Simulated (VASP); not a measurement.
# TaN (NiAs type) (P6_3/mmc) in VASP: a series of runs

TaN (NiAs type) is run at these levels: PBE; tasks: single point.

Everything below comes from runs of VASP 6.6.1. Logs are shortened: lines on timing, memory, paths and dates and some standing lists are left out, and cuts for length are marked.

### 1 The cell of the first run

The structure is hexagonal, space group P6_3/mmc (No. 194). Conventional cell: a = 2.917 Å, b = 2.917 Å, c = 5.916 Å, α = 90.00°, β = 90.00°, γ = 120.00°. Ta (site symmetry -3m) has 6 N at 2.24 Å and 8 Ta at 2.92 to 2.96 Å within 3.0 Å. N (site symmetry -6m2) has 6 Ta at 2.24 Å and 6 N at 2.92 Å within 3.0 Å.

### 2 Single point, PBE

Contents of INCAR:

```
SYSTEM = TaN
  ALGO = Normal
  EDIFF = 1E-6
  ENCUT = 520
  GGA = PE
  ISIF = 2
  ISMEAR = -1
  LASPH = .True.
  LCHARG = .False.
  LREAL = .False.
  LWAVE = .False.
  NBANDS = 24
  NELM = 80
  PREC = Accurate
  SIGMA = 0.08
```

Contents of KPOINTS:

```
k-points
0
Gamma
  11 11 6
  0 0 0
```

Contents of POSCAR:

```
TaN
1.0
    2.9173303815      0.0000000000      0.0000000000
   -1.4586651908      2.5264822216      0.0000000000
    0.0000000000      0.0000000000      5.9155750525
Ta N
2 2
Direct
    0.0000000000      0.0000000000      0.0000000000
    0.0000000000      0.0000000000      0.5000000000
    0.3333333333      0.6666666667      0.2500000000
    0.6666666667      0.3333333333      0.7500000000
```

Potentials or basis: VASP PAW PBE potentials, release 64 (Ta_pv, N).

Run with:

```console
$ cat potpaw_PBE.64/Ta_pv/POTCAR potpaw_PBE.64/N/POTCAR > POTCAR
$ mpirun -np 1 vasp_std > vasp.out
```

OUTCAR:

```text
SYSTEM = TaN
   EDIFF = 1E-6
   ENCUT = 520
   GGA = PE
   ISIF = 2
   ISMEAR = -1
   LASPH = .True.
   LREAL = .False.
   NELM = 80
   PREC = Accurate

 ion  position               nearest neighbor table
   1  0.000  0.000  0.000-   3 2.24   4 2.24   4 2.24   3 2.24   4 2.24   3 2.24   2 2.96   2 2.96

   2  0.000  0.000  0.500-   3 2.24   4 2.24   4 2.24   3 2.24   4 2.24   3 2.24   1 2.96   1 2.96

   3  0.333  0.667  0.250-   1 2.24   2 2.24   1 2.24   2 2.24   1 2.24   2 2.24
   4  0.667  0.333  0.750-   1 2.24   2 2.24   1 2.24   2 2.24   1 2.24   2 2.24

  LATTYP: Found a hexagonal cell.
 ALAT       =     2.9173303815
 C/A-ratio  =     2.0277357306

  Lattice vectors:

 A1 = (   2.9173303815,   0.0000000000,   0.0000000000)
 A2 = (  -1.4586651908,   2.5264822216,   0.0000000000)
 A3 = (   0.0000000000,   0.0000000000,   5.9155750525)

Analysis of symmetry for initial positions (statically):
=====================================================================
 Subroutine PRICEL returns:
 Original cell was already a primitive cell.

 Routine SETGRP: Setting up the symmetry group for a
 hexagonal supercell.

 Subroutine GETGRP returns: Found 24 space group operations
 (whereof 12 operations were pure point group operations)
 out of a pool of 24 trial point group operations.

The static configuration has the point symmetry D_3d.
 The point group associated with its full space group is D_6h.

Analysis of symmetry for dynamics (positions and initial velocities):
=====================================================================
 Subroutine PRICEL returns:
 Original cell was already a primitive cell.

 Routine SETGRP: Setting up the symmetry group for a
 hexagonal supercell.

 Subroutine GETGRP returns: Found 24 space group operations
 (whereof 12 operations were pure point group operations)
 out of a pool of 24 trial point group operations.

The dynamic configuration has the point symmetry D_3d.
 The point group associated with its full space group is D_6h.

 Subroutine INISYM returns: Found 24 space group operations
 (whereof 12 operations are pure point group operations),
 and found     1 'primitive' translations

----------------------------------------------------------------------------------------

                                     Primitive cell

  volume of cell :      43.6012

  direct lattice vectors                    reciprocal lattice vectors
     2.917330381  0.000000000  0.000000000     0.342779140  0.197903629  0.000000000
    -1.458665191  2.526482222  0.000000000     0.000000000  0.395807258  0.000000000
     0.000000000  0.000000000  5.915575053     0.000000000  0.000000000  0.169045273

  length of vectors
     2.917330381  2.917330382  5.915575053     0.395807258  0.395807258  0.169045273

  position of ions in fractional coordinates (direct lattice)
     0.000000000  0.000000000  0.000000000
     0.000000000  0.000000000  0.500000000
     0.333333333  0.666666667  0.250000000
     0.666666667  0.333333333  0.750000000

  ion indices of the primitive-cell ions
   primitive index   ion index
                 1           1
                 2           2
                 3           3
                 4           4

----------------------------------------------------------------------------------------

 KPOINTS: k-points

Automatic generation of k-mesh.
 Grid dimensions read from file:
 generate k-points for:   11   11    6

 Generating k-lattice:

  Cartesian coordinates                     Fractional coordinates (reciprocal lattice)
     0.031161740  0.017991239  0.000000000     0.090909091  0.000000000  0.000000000
     0.000000000  0.035982478  0.000000000     0.000000000  0.090909091  0.000000000
     0.000000000  0.000000000  0.028174212     0.000000000  0.000000000  0.166666667

  Length of vectors
     0.035982478  0.035982478  0.028174212

  Shift w.r.t. Gamma in fractional coordinates (k-lattice)
     0.000000000  0.000000000  0.000000000

 Subroutine IBZKPT returns following result:
 ===========================================

 Found     64 irreducible k-points:

 Following reciprocal coordinates:
            Coordinates               Weight
  0.000000  0.000000  0.000000      1.000000
  0.090909  0.000000  0.000000      6.000000
  0.181818  0.000000  0.000000      6.000000
  0.272727  0.000000  0.000000      6.000000
  0.363636  0.000000  0.000000      6.000000
  0.454545  0.000000  0.000000      6.000000
[... 16 lines left out ...]
  0.090909  0.090909  0.166667     12.000000
  0.181818  0.090909  0.166667     24.000000
 [... further k-points ...]
   k-points           NKPTS =     64   k-points in BZ     NKDIM =     64   number of bands    NBANDS=     24
   number of dos      NEDOS =    301   number of ions     NIONS =      4
   total plane-waves  NPLWV =  27648
   dimension x,y,z NGX =    24 NGY =   24 NGZ =   48
   dimension x,y,z NGXF=    48 NGYF=   48 NGZF=   96
   ions per type =               2   2
   NGX,Y,Z   is equivalent  to a cutoff of  13.68, 13.68, 13.49 a.u.
   NGXF,Y,Z  is equivalent  to a cutoff of  27.35, 27.35, 26.98 a.u.
 SYSTEM =  TaN
   PREC   = accura    normal or accurate (medium, high low for compatibility)
   ISTART =      0    job   : 0-new  1-cont  2-samecut
   ICHARG =      2    charge: 1-file 2-atom 10-const
   ISPIN  =      1    spin polarized calculation?
   LNONCOLLINEAR =      F non collinear calculations
   LSORBIT =      F    spin-orbit coupling
   LASPH  =      T    aspherical Exc in radial PAW
   ENCUT  =  520.0 eV  38.22 Ry    6.18 a.u.   5.42  5.42 11.00*2*pi/ulx,y,z
   NELM   =     80;   NELMIN=  2; NELMDL= -5     # of ELM steps
   EDIFF  = 0.1E-05   stopping-criterion for ELM
   LREAL  =      F    real-space projection
   EDIFFG = 0.1E-04   stopping-criterion for IOM
   NSW    =      0    number of steps for IOM
   IBRION =     -1    ionic relax: 0-MD 1-quasi-New 2-CG
   NFREE  =      0    steps in history (QN), initial steepest desc. (CG)
   ISIF   =      2    stress and relaxation
   ISYM   =      2    0-nonsym 1-usesym 2-fastsym
   POTIM  = 0.5000    time-step for ionic-motion
   TEBEG  =    0.0;   TEEND  =   0.0 temperature during run
   PSTRESS=    0.0 pullay stress
   NELECT =      32.0000    total number of electrons
   NUPDOWN=      -1.0000    fix difference up-down
   EMIN   =  10.00;   EMAX   =-10.00  energy-range for DOS
   EFERMI =   0.00;   METHOD = LEGACY
   ISMEAR =    -1;   SIGMA  =   0.08  broadening in eV -4-tet -1-fermi 0-gaus
   EFERMI_NEDOS =   21; number of points for ismear=-14 and -15
   IALGO  =     38    algorithm
   IMIX   =      4    mixing-type and parameters
     AMIX     =   0.40;   BMIX     =  1.00
     AMIX_MAG =   1.60;   BMIX_MAG =  1.00
  volume/ion in A,a.u.               =      10.90        73.56
  Fermi-wavevector in a.u.,A,eV,Ry     =   1.476699  2.790556 29.669394  2.180639
  Thomas-Fermi vector in A             =   2.591193
   LORBIT       =      0    0 simple, 1 ext, 2 COOP (PROOUT), +10 PAW based schemes
   GGA     = PE    functional components
   LHFCALC =     F    Hartree Fock is set to
   AEXX    =    0.0000 exact exchange contribution
   IVDW    =     0    specifies the selected vdW correction
   LEPSILON=     F    determine dielectric tensor
   LRPA    =     F    only Hartree local field effects (RPA)
 non-spin polarized calculation
  energy-cutoff  :      520.00
  volume of cell :       43.60
 maximum number of plane-waves:      1221
 NGX is ok and might be reduce to    24
   NGX = 11   NGY = 11   NGZ = 21

 number of electron      32.0000005 magnetization

 Free energy of the ion-electron system (eV)
  ---------------------------------------------------
  ext. energy  EPLUGINS =         0.00000000
  ---------------------------------------------------
  free energy    TOTEN  =       -44.03120363 eV

  energy without entropy =      -44.00737070  energy(sigma->0) =      -44.01928716

 E-fermi :   8.1672     XC(G=0): -13.2852

 val. band max:        8.1456947537   @ k =   0.0909   0.0000   0.1667
 cond. band min:       8.2144335943   @ k =   0.0909   0.0000   0.0000
 fundamental gap:      0.0687388406
 Fermi energy:         8.1671818786

 k-point     1 :       0.0000    0.0000    0.0000
  band No.  band energies     occupation
      1     -27.4619      2.00000
      2     -26.7155      2.00000
      3     -26.4611      2.00000
      4     -26.4611      2.00000
      5     -26.4006      2.00000
      6     -26.4006      2.00000
[... 16 lines left out ...]
     23      12.0910      0.00000
     24      14.1106      0.00000

 k-point     2 :       0.0909    0.0000    0.0000
  band No.  band energies     occupation
      1     -27.4412      2.00000
      2     -26.7033      2.00000
      3     -26.5540      2.00000
      4     -26.4858      2.00000
      5     -26.4810      2.00000
      6     -26.4192      2.00000
[... 16 lines left out ...]
     23      12.2037      0.00000
     24      13.8205      0.00000

 k-point     3 :       0.1818    0.0000    0.0000
  band No.  band energies     occupation
      1     -27.3852      2.00000
      2     -26.7962      2.00000
      3     -26.7097      2.00000
      4     -26.6700      2.00000
      5     -26.5340      2.00000
      6     -26.4690      2.00000
[... 16 lines left out ...]
     23      12.8226      0.00000
     24      13.8639      0.00000

 k-point     4 :       0.2727    0.0000    0.0000
  band No.  band energies     occupation
      1     -27.3116      2.00000
      2     -27.0989      2.00000
      3     -26.9915      2.00000
      4     -26.6267      2.00000
      5     -26.6025      2.00000
      6     -26.5335      2.00000
[... 16 lines left out ...]
     23      13.7655      0.00000
     24      14.9224      0.00000

 k-point     5 :       0.3636    0.0000    0.0000
  band No.  band energies     occupation
      1     -27.3690      2.00000
      2     -27.2410      2.00000
      3     -27.2385      2.00000
      4     -26.6647      2.00000
      5     -26.5920      2.00000
      6     -26.5864      2.00000
[... 16 lines left out ...]
     23      14.5531      0.00000
     24      15.4436      0.00000

 k-point     6 :       0.4545    0.0000    0.0000
  band No.  band energies     occupation
      1     -27.5211      2.00000
      2     -27.3852      2.00000
      3     -27.1981      2.00000
      4     -26.7012      2.00000
      5     -26.6265      2.00000
      6     -26.5623      2.00000
[... 16 lines left out ...]
     23      14.8338      0.00000
     24      15.4498      0.00000
[... 379 lines left out ...]
 k-point    21 :       0.3636    0.0000    0.1667
  band No.  band energies     occupation
      1     -27.3602      2.00000
      2     -27.2517      2.00000
      3     -27.1953      2.00000
      4     -26.6598      2.00000
      5     -26.6323      2.00000
      6     -26.5969      2.00000
[... 16 lines left out ...]
     23      14.4836      0.00000
     24      15.2490      0.00000

 k-point    22 :       0.4545    0.0000    0.1667
  band No.  band energies     occupation
      1     -27.5121      2.00000
      2     -27.3945      2.00000
      3     -27.1575      2.00000
      4     -26.6963      2.00000
      5     -26.6315      2.00000
      6     -26.6071      2.00000
[... 16 lines left out ...]
     23      14.7252      0.00000
     24      15.4088      0.00000

 k-point    23 :       0.0909    0.0909    0.1667
  band No.  band energies     occupation
      1     -27.3574      2.00000
      2     -26.7387      2.00000
      3     -26.7037      2.00000
      4     -26.6400      2.00000
      5     -26.5190      2.00000
      6     -26.4631      2.00000
[... 16 lines left out ...]
     23      13.3223      0.00000
     24      13.4823      0.00000

 k-point    24 :       0.1818    0.0909    0.1667
  band No.  band energies     occupation
      1     -27.2942      2.00000
      2     -26.9681      2.00000
      3     -26.8805      2.00000
      4     -26.6909      2.00000
      5     -26.5937      2.00000
      6     -26.5337      2.00000
[... 16 lines left out ...]
     23      13.3986      0.00000
     24      14.3292      0.00000

 [... further k-points ...]
[... 5 lines left out ...]
  --------------------------------------------------------------------------------------
  -------------------------------------------------------------------------------------
  Total        0.1827988      0.1827988      0.2061278     -0.0000000      0.0000000      0.0000000
  in kB        6.7171524      6.7171524      7.5743998     -0.0000000      0.0000000      0.0000000
  external PRESSURE =       7.0029015 kB  Pullay stress =       0.0000000 kB

 VOLUME and BASIS-vectors are now :
 -----------------------------------------------------------------------------
  energy-cutoff  :      520.00
  volume of cell :       43.60
      direct lattice vectors                 reciprocal lattice vectors
     2.917330381  0.000000000  0.000000000     0.342779140  0.197903629  0.000000000
    -1.458665191  2.526482222  0.000000000     0.000000000  0.395807258  0.000000000
     0.000000000  0.000000000  5.915575053     0.000000000  0.000000000  0.169045273

 POSITION                                       TOTAL-FORCE (eV/Angst)
 -----------------------------------------------------------------------------------
      0.00000      0.00000      0.00000        -0.000000      0.000000     -0.000000
      0.00000      0.00000      2.95779        -0.000000      0.000000     -0.000000
     -0.00000      1.68432      1.47889         0.000000      0.000000      0.000000
      1.45867      0.84216      4.43668        -0.000000      0.000000     -0.000000
 -----------------------------------------------------------------------------------
    total drift:                               -0.000000      0.000000      0.000000

  FREE ENERGIE OF THE ION-ELECTRON SYSTEM (eV)
  ---------------------------------------------------
  free  energy   TOTEN  =       -44.0312036258 eV

  energy  without entropy=      -44.0073706997  energy(sigma->0) =      -44.01928716
```

Wall time 53 s (1 thread of Intel Xeon 6975P-C, shared host); peak memory 0.21 GiB.

Results:

```yaml
Free_energy: -44.0312 eV
Pressure: 0.7 GPa
Band_gap_on_the_k_mesh: zero (band 16 reaches 8.80 eV, above the bottom of band 17 at 7.68 eV)
```

Levels at points of the mesh, in eV from the Fermi level:
| k point | band 12 | band 13 | band 14 | band 15 | band 16 | band 17 | band 18 | band 19 | band 20 | band 21 |
| --- | --- | --- | --- | --- | --- | --- | --- | --- | --- | --- |
| (0.00, 0.00, 0.00) | -4.32 | -3.52 | -2.00 | -2.00 | -0.25 | -0.25 | 0.54 | 0.54 | 2.30 | 3.11 |
| (0.00, 0.00, 0.50) | -3.87 | -3.87 | -3.87 | -0.69 | -0.69 | 0.97 | 0.97 | 0.97 | 0.97 | 4.30 |

Caveat: spin-orbit coupling is left out, which moves the levels of the heavy elements.

(Continued in part 2 of 2.)
